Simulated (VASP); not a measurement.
A run of VASP 6.6.1 is set up as follows.

File INCAR:

```
SYSTEM = C
ALGO = Normal
EDIFF = 1E-6
ENCUT = 600
GGA = PE
GGA_COMPAT = .False.
ISIF = 2
ISMEAR = -1
LASPH = .True.
LCHARG = .False.
LREAL = .False.
LWAVE = .False.
NBANDS = 26
NELM = 120
PREC = Accurate
SIGMA = 0.02
```

KPOINTS

```
k-points
0
Gamma
  12 12 4
  0 0 0
```

File POSCAR:

```
C
1.0
    2.5221000000      0.0000000000      0.0000000000
   -1.2610500000      2.1842026709      0.0000000000
    0.0000000000      0.0000000000      8.2371000000
C
8
Direct
    0.6666666667      0.3333333333      0.8437500000
    0.3333333333      0.6666666667      0.3437500000
    0.6666666667      0.3333333333      0.6562500000
    0.3333333333      0.6666666667      0.1562500000
    0.0000000000      0.0000000000      0.9062500000
    0.0000000000      0.0000000000      0.4062500000
    0.0000000000      0.0000000000      0.5937500000
    0.0000000000      0.0000000000      0.0937500000
```

Potentials or basis: VASP PAW PBE potentials, release 64 (C).

Launch:

```bash
$ cat potpaw_PBE.64/C/POTCAR > POTCAR
$ mpirun -np 1 vasp_std > vasp.out
```

Question: What does it give for the band gap on the k mesh?

Answer: 4.41 eV, indirect (least direct gap 5.18 eV).

Question: Predict the largest force.

Answer: 0.328 eV/Å.

Question: Predict the pressure.

Answer: 2.3 GPa.

Forces in eV/Å, atoms in the order of the input:
```
C    0.000  0.000  0.320
C    0.000  0.000  0.320
C    0.000  0.000 -0.320
C    0.000  0.000 -0.320
C    0.000  0.000  0.328
C    0.000  0.000  0.328
C    0.000  0.000 -0.328
C    0.000  0.000 -0.328
```

A k mesh can miss the band edges. Expect the measured gap to be larger: semilocal functionals such as PBE lack the derivative discontinuity.
